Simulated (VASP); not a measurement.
Runs of VASP 6.6.1 on Y2As. The structure is that of space group Fm-3m (No. 225), or close to it. The cells are those of the table. 

| task | cell | k mesh | cutoff (eV) | gap on the mesh (eV) | pressure (GPa) | relaxed volume (Å³/atom) |
| --- | --- | --- | --- | --- | --- | --- |
| single point | a = 4.824 Å, angles 60.0°, 3 atoms | 12 × 12 × 12 | 520 | none | 0.0 | - |
| single point | a = 4.684 Å, angles 60.0°, 3 atoms | 6 × 6 × 6 | 520 | none | 7.0 | - |
| single point | a = 4.819 Å, angles 60.0°, 3 atoms | 4 × 4 × 4 | 520 | none | 0.1 | - |
| relaxation of cell and atoms | relaxed from a = 4.819 Å, angles 60.0°, 3 atoms | 12 × 12 × 12 | 600 | none | 0.0 | (a) |
| relaxation of cell and atoms | relaxed from a = 4.684 Å, angles 60.0°, 3 atoms | 4 × 4 × 4 | 600 | none | 0.0 | 26.42 |

Alike in all rows: level PBE; potentials or basis VASP PAW PBE potentials, release 64 (Y_sv, As); no spin polarisation; smearing gaussian 0.1 eV.

Question: Estimate the missing entries.

Answer: (a) 26.47.

Caveats: some runs use coarse meshes.

A k mesh can miss the band edges, and the runs leave out spin-orbit coupling on As, Y.

A gap of «none» marks levels without a gap at the run's occupations.
